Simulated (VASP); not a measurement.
**B2F: single point with PBE**

B2F:

```
B F
1.0
     2.95935    0.00000    0.00000
    -1.47967    2.56287    0.00000
     0.00000    0.00000    3.82170
B F
2 1
Direct
  0.33333 0.66667 0.50000
  0.66667 0.33333 0.50000
  0.00000 0.00000 0.00000
```

The cell was generated, and may not be a known phase.

```
Program                : VASP 6.6.1
Task                   : single point
Functional             : PBE
Potentials or basis    : VASP PAW PBE potentials, release 64 (B, F)
Cutoff                 : 520 eV
k mesh                 : 18 × 18 × 12
Occupations            : gaussian, width 0.1 eV
Spin                   : no spin polarisation
Dipole correction      : no
Further INCAR settings : ALGO = Normal; EDIFF = 1e-06; NBANDS = 14
```

```json
{
 "Pressure": "-0.1 GPa",
 "Band gap on the k mesh": "zero (an odd number of electrons rules out a gap without spin polarisation)"
}
```

Levels at points of the mesh, in eV from the Fermi level:
| k point | band 4 | band 5 | band 6 | band 7 | band 8 | band 9 | band 10 | band 11 |
| --- | --- | --- | --- | --- | --- | --- | --- | --- |
| (0.00, 0.00, 0.00) | -1.67 | -1.67 | 1.71 | 1.71 | 2.43 | 9.90 | 9.90 | 10.32 |
| (0.50, 0.00, 0.00) | -2.69 | -2.58 | -1.88 | 0.15 | 2.55 | 6.65 | 8.51 | 15.03 |
| (0.00, 0.00, 0.50) | -1.60 | -1.26 | -0.90 | 1.78 | 1.78 | 9.52 | 9.52 | 11.88 |
| (0.50, 0.00, 0.50) | -4.10 | -1.96 | -0.97 | -0.67 | 3.99 | 4.98 | 9.51 | 17.97 |

Wall time 31 s on 1 thread of Intel(R) Xeon(R) Platinum 8559C (Emerald Rapids), with other jobs on the host, peak memory 0.21 GiB.

Caveat: an odd number of electrons without spin polarisation forces a metal; a magnetic or distorted state may lie lower.
